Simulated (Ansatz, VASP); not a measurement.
# One calculation of GaAg2P, two programs

File INCAR:

```
ALGO     = Normal         # electronic algorithm
EDIFF    = 1E-7           # SCF threshold, eV
EDIFFG   = -0.04          # ionic threshold
ENCUT    = 600            # plane-wave cutoff, eV
GGA      = PE             # functional
IBRION   = 2              # ionic algorithm
ISIF     = 3              # what is computed and relaxed
ISMEAR   = 0              # smearing method
LASPH    = True           # aspherical terms in the spheres
LCHARG   = False          # write CHGCAR
LREAL    = False          # projectors in reciprocal space
LWAVE    = False          # write WAVECAR
NELM     = 100            # most SCF steps
NSW      = 90             # ionic steps
PREC     = Accurate       # precision mode
SIGMA    = 0.1            # smearing width, eV
```

File KPOINTS:

```
k-points
0
Gamma
  4 4 6
```

POSCAR

```
GaAg2P
1.0
    4.9775210847      0.0000000000      0.0000000000
    0.0000000000      4.9775210847      0.0000000000
    0.0000000000      0.0000000000      3.1002291731
Ga Ag P
1 2 1
Direct
    0.0000000000      0.0000000000      0.0000000000
    0.5000000000      0.0000000000      0.5000000000
    0.0000000000      0.5000000000      0.5000000000
    0.5000000000      0.5000000000      0.5000000000
```

Input for Ansatz:

```yaml
crystal:
  lattice:
    - [4.9775210847, 0.0, 0.0]
    - [0.0, 4.9775210847, 0.0]
    - [0.0, 0.0, 3.1002291731]
  atoms:
    - { symbol: Ga, position: [0.0, 0.0, 0.0] }
    - { symbol: Ag, position: [0.5, 0.0, 0.5] }
    - { symbol: Ag, position: [0.0, 0.5, 0.5] }
    - { symbol: P, position: [0.5, 0.5, 0.5] }
basis:
  ecutwfc: 420
kpoints:
  mp_grid: { grid: [4, 4, 6] }
hamiltonian:
  xc: pbe
scf:
  occupations: { method: gaussian, width: 0.1 }
  lower_state_search: "off"
output:
  forces: true
  stress: true
  eigenvalues: true
relax:
  adjacent_minimum: "off"
  f_tol: 0.04
  max_steps: 70
  cell: { stress_tol: 0.4 }
```

Alike in both runs: task relaxation of cell and atoms; functional PBE; k mesh 4 × 4 × 6; occupations gaussian, width 0.1 eV; no spin polarisation.

```csv
,VASP,Ansatz
version,VASP 6.6.1,Ansatz 0.2.0
potentials or method,"VASP PAW PBE potentials, release 64 (Ga_d, Ag, P), cutoff 600 eV","scalar-relativistic, plane waves, PAW"
valence electrons in the cell,40,56
```

|  | VASP | Ansatz | Ansatz less VASP |
| --- | --- | --- | --- |
| gap on the k mesh at the Fermi level, each at its own relaxed structure (eV) | none | none | - |
| relaxed volume (Å³/atom) | 18.38 | 18.42 | +0.041 |
| relaxed length of the cell vector where the two differ most in proportion (Å) | 5.163 | 5.168 | +0.0054 |

A gap of «none» marks a metal or a gap that the smearing closes. VASP's potentials hold 40 valence electrons a cell and Ansatz's 56, so a difference there can come from the potentials and not from the codes.
